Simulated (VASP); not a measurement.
Set up this calculation in VASP 6.6.1, as the native input.

- Task: single point
- Functional: PBEsol
- Potentials or basis: VASP PAW PBE potentials, release 64 (Sn_d, Se)
- Cutoff: 520 eV
- k mesh: 2 × 2 × 1, shifted
- Occupations: gaussian, width 0.1 eV
- Spin: no spin polarisation
- Dipole correction: no
- Further INCAR settings: LREAL = Auto; ALGO = Normal; EDIFF = 1e-06; NBANDS = 115; ISYM = 0

The structure of Sn4Se7 lies in POSCAR:

```
Sn4Se7
1.0
    7.6097423878     -0.0452759146     -0.3034579929
   -3.7656611017     -6.6125123498      0.3035548240
    0.4884478898      0.2821854923    -11.9046029734
Sn Se
8 14
Direct
   -0.0251142969      0.5249560577      0.5111347103
    0.0420784723      0.4570689689      0.0136639034
    0.4759207267      0.5241857326      0.5079971379
    0.5427199538      0.4562825260     -0.0392158385
   -0.0243945940      0.0239729133      0.5080238736
    0.0428168409     -0.0442294545     -0.0392054914
    0.4749951719      1.0249076807      0.5109400963
    0.5422185059     -0.0427313624      0.0136367409
    0.8192878607      0.1805856636      0.3761434482
    0.8289667624      0.1703156030      0.8584452605
    0.3217548322      0.1780893783      0.3758191810
    0.8218306851      0.6779466010      0.3756920592
    0.3191357011      0.6805229104      0.3761748159
    0.3284925306      0.6708098363      0.8584628477
    0.2120262331      0.2868820127      0.1084780820
    0.1321591930      0.3676495492      0.6426297187
    0.6849256978      0.3145418124      0.1311777253
    0.6292194577      0.3705848027      0.6448712211
    0.1850391940      0.8145033615      0.1313552686
    0.1294001864      0.8707838284      0.6448360358
    0.7118543066      0.7868716481      0.1085878486
    0.6320246935      0.8676179836      0.6427230055
```

The input as run:

INCAR

```
SYSTEM = Sn4Se7
  PREC = Accurate
  ENCUT = 520
  EDIFF = 1E-6
  ISMEAR = 0
  SIGMA = 0.1
  LREAL = Auto
  LASPH = .TRUE.
  NELM = 60
  ALGO = Normal
  ISIF = 2
  LWAVE = .FALSE.
  LCHARG = .FALSE.
  GGA = PS
  ISYM = 0
  NBANDS = 115
```

KPOINTS

```
Automatic mesh
0
Gamma
  2 2 1
  0.5 0.5 0
```

Potentials or basis: VASP PAW PBE potentials, release 64 (Sn_d, Se).

The run is started by

```console
$ cat potpaw_PBE.64/Sn_d/POTCAR potpaw_PBE.64/Se/POTCAR > POTCAR
$ mpirun -np 1 vasp_std > vasp.out
```

Results of the run:

```json
{
  "Pressure": "0.1 GPa",
  "Largest force": "0.037 eV/Å",
  "Band gap on the k mesh": "0.54 eV"
}
```

Caveat: the k points lie up to 0.53 Å⁻¹ apart; the PAW data sets were made with another functional, which shifts forces and pressure a little; spin-orbit coupling is left out, which moves the levels of the heavy elements; a shifted mesh leaves out Γ, where band edges can lie.

Wall time 5.6 min on 1 thread of Intel(R) Xeon(R) Platinum 8259CL CPU @ 2.50GHz (Skylake/Cascade Lake), with other jobs on the host, peak memory 0.69 GiB.
